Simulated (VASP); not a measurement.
# TaF3: single point with PBE+U

Crystal: TaF3.

```
Ta F
1.0
     4.17751    0.00000    0.00000
     0.00000    4.17751    0.00000
     0.00000    0.00000    4.17751
Ta F
1 3
Direct
  0.00000 0.00000 0.00000
  0.00000 0.00000 0.50000
  0.00000 0.50000 0.00000
  0.50000 0.00000 0.00000
```

* Program: VASP 6.6.1
* Task: single point
* Functional: PBE
* Potentials or basis: VASP PAW PBE potentials, release 64 (Ta_pv, F)
* Cutoff: 520 eV
* k mesh: 7 × 7 × 7
* Occupations: fermi-dirac, width 0.05 eV
* Spin: no spin polarisation
* Hubbard terms: Ta d U = 8.0 eV

| Item | Value |
| --- | --- |
| Pressure | 2.8 GPa |
| Band gap on the k mesh | zero (band 16 reaches 4.59 eV, above the bottom of band 17 at 2.69 eV) |

Levels at points of the mesh, in eV from the Fermi level:
| k point | band 12 | band 13 | band 14 | band 15 | band 16 | band 17 | band 18 | band 19 | band 20 | band 21 |
| --- | --- | --- | --- | --- | --- | --- | --- | --- | --- | --- |
| (0.00, 0.00, 0.00) | -8.34 | -8.25 | -8.25 | -8.25 | -0.80 | -0.80 | -0.80 | -0.73 | 2.79 | 2.79 |

Eigenvalues of the final occupation matrices:
```
    site  spin  trace               eigenvalues
site 1 d     1   1.04  0.11 0.11 0.27 0.27 0.27
site 1 d     2   1.04  0.11 0.11 0.27 0.27 0.27
```

Wall time 28 s on 1 thread of AMD EPYC 7R43 64-Core Processor (Zen 3) (shared host), peak memory 0.15 GiB.

Caveat: spin-orbit coupling is left out, which moves the levels of the heavy elements; U without spin polarisation on a metal has little footing.
